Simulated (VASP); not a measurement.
# LiTi (Fd-3m) in VASP: relaxation of cell and atoms with PBE

Aim: the relaxation of cell and atoms of LiTi with PBE.

Program: VASP 6.6.1. These are calculated values, not measurements. Logs are shortened: lines on timing, memory, paths and dates and some standing lists are left out, and cuts for length are marked.

### Step 1. The cell of the first run

It takes space group Fd-3m (No. 227, cubic). Conventional cell: a = 6.120 Å, b = 6.120 Å, c = 6.120 Å, α = 90.00°, β = 90.00°, γ = 90.00°. Within 3.5 Å of Li (site symmetry -43m) lie 4 Li at 2.65 Å and 10 Ti at 2.65 to 3.06 Å. Within 3.5 Å of Ti (site symmetry -43m) lie 10 Li at 2.65 to 3.06 Å and 4 Ti at 2.65 Å.

### Step 2. Relaxation of cell and atoms, PBE

File INCAR:

```
SYSTEM = LiTi
ALGO = Normal
EDIFF = 1E-7
EDIFFG = -0.04
ENCUT = 600
GGA = PE
IBRION = 2
ISIF = 3
ISMEAR = 0
LASPH = .True.
LCHARG = .False.
LREAL = .False.
LWAVE = .False.
NELM = 80
NSW = 90
PREC = Accurate
SIGMA = 0.1
```

File KPOINTS:

```
k-points
0
Gamma
  6 6 6
  0 0 0
```

File POSCAR:

```
LiTi
1.0
    0.0000000000      3.0597575294      3.0597575294
    3.0597575294      0.0000000000      3.0597575294
    3.0597575294      3.0597575294      0.0000000000
Li Ti
2 2
Direct
    0.5000000000      0.5000000000      0.5000000000
    0.7500000000      0.7500000000      0.7500000000
    0.0000000000      0.0000000000      0.0000000000
    0.2500000000      0.2500000000      0.2500000000
```

Potentials or basis: VASP PAW PBE potentials, release 64 (Li_sv, Ti_sv).

The run is started by

```sh
$ cat potpaw_PBE.64/Li_sv/POTCAR potpaw_PBE.64/Ti_sv/POTCAR > POTCAR
$ mpirun -np 1 vasp_std > vasp.out
```

OUTCAR:

```text
SYSTEM = LiTi
   EDIFF = 1E-7
   EDIFFG = -0.04
   ENCUT = 600
   GGA = PE
   IBRION = 2
   ISIF = 3
   ISMEAR = 0
   LASPH = .True.
   LREAL = .False.
   NELM = 80
   NSW = 90
   PREC = Accurate

 ion  position               nearest neighbor table
   1  0.500  0.500  0.500-   4 2.65   4 2.65   4 2.65   4 2.65
   2  0.750  0.750  0.750-   3 2.65   3 2.65   3 2.65   3 2.65
   3  0.000  0.000  0.000-   2 2.65   2 2.65   2 2.65   4 2.65   4 2.65   4 2.65   4 2.65   2 2.65

   4  0.250  0.250  0.250-   3 2.65   3 2.65   3 2.65   1 2.65   1 2.65   1 2.65   3 2.65   1 2.65

  LATTYP: Found a face centered cubic cell.
 ALAT       =     6.1195150588

  Lattice vectors:

 A1 = (   0.0000000000,   3.0597575294,   3.0597575294)
 A2 = (   3.0597575294,   0.0000000000,   3.0597575294)
 A3 = (   3.0597575294,   3.0597575294,   0.0000000000)

Analysis of symmetry for initial positions (statically):
=====================================================================
 Subroutine PRICEL returns:
 Original cell was already a primitive cell.

 Routine SETGRP: Setting up the symmetry group for a
 face centered cubic supercell.

 Subroutine GETGRP returns: Found 48 space group operations
 (whereof 24 operations were pure point group operations)
 out of a pool of 48 trial point group operations.

The static configuration has the point symmetry T_d .
 The point group associated with its full space group is O_h .

Analysis of symmetry for dynamics (positions and initial velocities):
=====================================================================
 Subroutine PRICEL returns:
 Original cell was already a primitive cell.

 Routine SETGRP: Setting up the symmetry group for a
 face centered cubic supercell.

 Subroutine GETGRP returns: Found 48 space group operations
 (whereof 24 operations were pure point group operations)
 out of a pool of 48 trial point group operations.

The dynamic configuration has the point symmetry T_d .
 The point group associated with its full space group is O_h .

 Subroutine INISYM returns: Found 48 space group operations
 (whereof 24 operations are pure point group operations),
 and found     1 'primitive' translations

----------------------------------------------------------------------------------------

                                     Primitive cell

  volume of cell :      57.2916

  direct lattice vectors                    reciprocal lattice vectors
     0.000000000  3.059757529  3.059757529    -0.163411641  0.163411641  0.163411641
     3.059757529  0.000000000  3.059757529     0.163411641 -0.163411641  0.163411641
     3.059757529  3.059757529  0.000000000     0.163411641  0.163411641 -0.163411641

  length of vectors
     4.327150596  4.327150596  4.327150596     0.283037265  0.283037265  0.283037265

  position of ions in fractional coordinates (direct lattice)
     0.500000000  0.500000000  0.500000000
     0.750000000  0.750000000  0.750000000
     0.000000000  0.000000000  0.000000000
     0.250000000  0.250000000  0.250000000

  ion indices of the primitive-cell ions
   primitive index   ion index
                 1           1
                 2           2
                 3           3
                 4           4

----------------------------------------------------------------------------------------

 KPOINTS: k-points

Automatic generation of k-mesh.
 Grid dimensions read from file:
 generate k-points for:    6    6    6

 Generating k-lattice:

  Cartesian coordinates                     Fractional coordinates (reciprocal lattice)
    -0.027235274  0.027235274  0.027235274     0.166666667  0.000000000  0.000000000
     0.027235274 -0.027235274  0.027235274     0.000000000  0.166666667  0.000000000
     0.027235274  0.027235274 -0.027235274     0.000000000  0.000000000  0.166666667

  Length of vectors
     0.047172878  0.047172878  0.047172878

  Shift w.r.t. Gamma in fractional coordinates (k-lattice)
     0.000000000  0.000000000  0.000000000

 Subroutine IBZKPT returns following result:
 ===========================================

 Found     16 irreducible k-points:

 Following reciprocal coordinates:
            Coordinates               Weight
  0.000000  0.000000  0.000000      1.000000
  0.166667  0.000000  0.000000      8.000000
  0.333333  0.000000  0.000000      8.000000
  0.500000  0.000000  0.000000      4.000000
  0.166667  0.166667  0.000000      6.000000
  0.333333  0.166667  0.000000     24.000000
[... 8 lines left out ...]
 -0.333333  0.333333  0.166667     24.000000
 -0.333333  0.500000  0.166667     12.000000
   k-points           NKPTS =     16   k-points in BZ     NKDIM =     16   number of bands    NBANDS=     19
   number of dos      NEDOS =    301   number of ions     NIONS =      4
   total plane-waves  NPLWV =  46656
   dimension x,y,z NGX =    36 NGY =   36 NGZ =   36
   dimension x,y,z NGXF=    72 NGYF=   72 NGZF=   72
   ions per type =               2   2
   NGX,Y,Z   is equivalent  to a cutoff of  13.83, 13.83, 13.83 a.u.
   NGXF,Y,Z  is equivalent  to a cutoff of  27.66, 27.66, 27.66 a.u.
 SYSTEM =  LiTi
   PREC   = accura    normal or accurate (medium, high low for compatibility)
   ISTART =      0    job   : 0-new  1-cont  2-samecut
   ICHARG =      2    charge: 1-file 2-atom 10-const
   ISPIN  =      1    spin polarized calculation?
   LNONCOLLINEAR =      F non collinear calculations
   LSORBIT =      F    spin-orbit coupling
   LASPH  =      T    aspherical Exc in radial PAW
   ENCUT  =  600.0 eV  44.10 Ry    6.64 a.u.   8.64  8.64  8.64*2*pi/ulx,y,z
   NELM   =     80;   NELMIN=  2; NELMDL= -5     # of ELM steps
   EDIFF  = 0.1E-06   stopping-criterion for ELM
   LREAL  =      F    real-space projection
   EDIFFG = -.4E-01   stopping-criterion for IOM
   NSW    =     90    number of steps for IOM
   IBRION =      2    ionic relax: 0-MD 1-quasi-New 2-CG
   NFREE  =      1    steps in history (QN), initial steepest desc. (CG)
   ISIF   =      3    stress and relaxation
   ISYM   =      2    0-nonsym 1-usesym 2-fastsym
   POTIM  = 0.5000    time-step for ionic-motion
   TEBEG  =    0.0;   TEEND  =   0.0 temperature during run
   PSTRESS=    0.0 pullay stress
   NELECT =      30.0000    total number of electrons
   NUPDOWN=      -1.0000    fix difference up-down
   EMIN   =  10.00;   EMAX   =-10.00  energy-range for DOS
   EFERMI =   0.00;   METHOD = LEGACY
   ISMEAR =     0;   SIGMA  =   0.10  broadening in eV -4-tet -1-fermi 0-gaus
   EFERMI_NEDOS =   21; number of points for ismear=-14 and -15
   IALGO  =     38    algorithm
   IMIX   =      4    mixing-type and parameters
     AMIX     =   0.40;   BMIX     =  1.00
     AMIX_MAG =   1.60;   BMIX_MAG =  1.00
  volume/ion in A,a.u.               =      14.32        96.66
  Fermi-wavevector in a.u.,A,eV,Ry     =   1.319527  2.493544 23.689800  1.741151
  Thomas-Fermi vector in A             =   2.449419
   LORBIT       =      0    0 simple, 1 ext, 2 COOP (PROOUT), +10 PAW based schemes
   GGA     = PE    functional components
   LHFCALC =     F    Hartree Fock is set to
   AEXX    =    0.0000 exact exchange contribution
   IVDW    =     0    specifies the selected vdW correction
   LEPSILON=     F    determine dielectric tensor
   LRPA    =     F    only Hartree local field effects (RPA)
 conjugate gradient relaxation of ions
 non-spin polarized calculation
 Gauss-broadening in eV      SIGMA  =   0.10
  energy-cutoff  :      600.00
  volume of cell :       57.29
 maximum number of plane-waves:      1932
 NGX is ok and might be reduce to    36
   NGX = 17   NGY = 17   NGZ = 17

--------------------------------------- Ionic step        1  -------------------------------------------

 number of electron      30.0000006 magnetization

 Free energy of the ion-electron system (eV)
  ---------------------------------------------------
  ext. energy  EPLUGINS =         0.00000000
  ---------------------------------------------------
  free energy    TOTEN  =       -16.77633827 eV

  energy without entropy =      -16.72104804  energy(sigma->0) =      -16.74869316

 E-fermi :   5.8725     XC(G=0): -10.3541

 val. band max:        5.8702048552   @ k =   0.3333   0.1667   0.0000
 cond. band min:       5.8775751194   @ k =   0.1667   0.0000   0.0000
 fundamental gap:      0.0073702642
 Fermi energy:         5.8724507295

 k-point     1 :       0.0000    0.0000    0.0000
  band No.  band energies     occupation
      1     -50.7842      2.00000
      2     -50.5554      2.00000
      3     -38.9135      2.00000
      4     -38.8513      2.00000
      5     -27.1569      2.00000
      6     -27.1569      2.00000
[... 11 lines left out ...]
     18       6.4930      0.00000
     19       6.4930      0.00000
[... 388 lines left out ...]
 POSITION                                       TOTAL-FORCE (eV/Angst)
 -----------------------------------------------------------------------------------
      3.21324      3.21324      3.21324         0.000000      0.000000      0.000000
      4.81986      4.81986      4.81986        -0.000000     -0.000000     -0.000000
      3.21324      0.00000      3.21324        -0.000000     -0.000000     -0.000000
      1.60662      1.60662      1.60662         0.000000      0.000000      0.000000
 -----------------------------------------------------------------------------------
    total drift:                                0.000000      0.000000      0.000000

  FREE ENERGIE OF THE ION-ELECTRON SYSTEM (eV)
  ---------------------------------------------------
  free  energy   TOTEN  =       -17.1294700123 eV

  energy  without entropy=      -17.0853037281  energy(sigma->0) =      -17.10738687

--------------------------------------- Ionic step        3  -------------------------------------------

 number of electron      29.9999991 magnetization

 Free energy of the ion-electron system (eV)
  ---------------------------------------------------
  ext. energy  EPLUGINS =         0.00000000
  ---------------------------------------------------
  free energy    TOTEN  =       -17.14160856 eV

  energy without entropy =      -17.09877519  energy(sigma->0) =      -17.12019188

 E-fermi :   4.4602     XC(G=0):  -9.6184

 val. band max:        4.4472514550   @ k =  -0.1667   0.1667   0.0000
 cond. band min:       4.4680171446   @ k =   0.5000   0.0000   0.0000
 fundamental gap:      0.0207656896
 Fermi energy:         4.4601901783

 k-point     1 :       0.0000    0.0000    0.0000
  band No.  band energies     occupation
      1     -52.4559      2.00000
      2     -52.3422      2.00000
      3     -40.5631      2.00000
      4     -40.5313      2.00000
      5     -28.7697      2.00000
      6     -28.7697      2.00000
[... 11 lines left out ...]
     18       5.0111      0.00000
     19       5.0111      0.00000
[... 350 lines left out ...]
 POSITION                                       TOTAL-FORCE (eV/Angst)
 -----------------------------------------------------------------------------------
      3.25446      3.25446      3.25446        -0.000000     -0.000000     -0.000000
      4.88169      4.88169      4.88169         0.000000      0.000000      0.000000
      0.00000      0.00000      0.00000        -0.000000     -0.000000     -0.000000
      1.62723      1.62723      1.62723         0.000000      0.000000      0.000000
 -----------------------------------------------------------------------------------
    total drift:                                0.000000      0.000000      0.000000

  FREE ENERGIE OF THE ION-ELECTRON SYSTEM (eV)
  ---------------------------------------------------
  free  energy   TOTEN  =       -17.1416085592 eV

  energy  without entropy=      -17.0987751949  energy(sigma->0) =      -17.12019188

 reached required accuracy - stopping structural energy minimisation
```

Wall time 78 s (1 thread of Intel Xeon Platinum 8488C (Sapphire Rapids), shared host); peak memory 0.21 GiB.

Results:

```
Free energy                           : -17.1416 eV
Relaxed volume                        : 17.23 Å³/atom
Relaxed cell                          : a = 4.603 Å, b = 4.603 Å, c = 4.603 Å, α = 60.00°, β = 60.00°, γ = 60.00°
Space group after relaxing (to 0.1 Å) : Fd-3m (No. 227)
Energy gained by relaxing             : 91.3 meV/atom
Ionic steps                           : 3
Pressure after relaxing               : -0.2 GPa
Band gap on the k mesh                : zero (bands 15 and 16 overlap by 0.46 eV)
```

Step by step:
| step | energy change (eV) | largest force (eV/Å) | pressure (GPa) | volume (Å³) |
| --- | --- | --- | --- | --- |
| 1 | 0.0000 | 0.0000 | 11.63 | 57.29 |
| 2 | -0.3531 | 0.0000 | 1.75 | 66.35 |
| 3 | -0.3653 | 0.0000 | -0.20 | 68.94 |

Final structure:
```yaml
crystal:
  lattice:
    - [0.00000, 3.25446, 3.25446]
    - [3.25446, 0.00000, 3.25446]
    - [3.25446, 3.25446, 0.00000]
  atoms:
    - { symbol: Li, position: [0.50000, 0.50000, 0.50000] }
    - { symbol: Li, position: [0.75000, 0.75000, 0.75000] }
    - { symbol: Ti, position: [0.00000, 0.00000, 0.00000] }
    - { symbol: Ti, position: [0.25000, 0.25000, 0.25000] }
```

Caveat: the cutoff is under 1.25 times the usual one of these potentials, so pressure, stress and relaxed cells hold a basis-set (Pulay) error; the volume moved by over 15 % at a fixed basis, so the end points are rough.
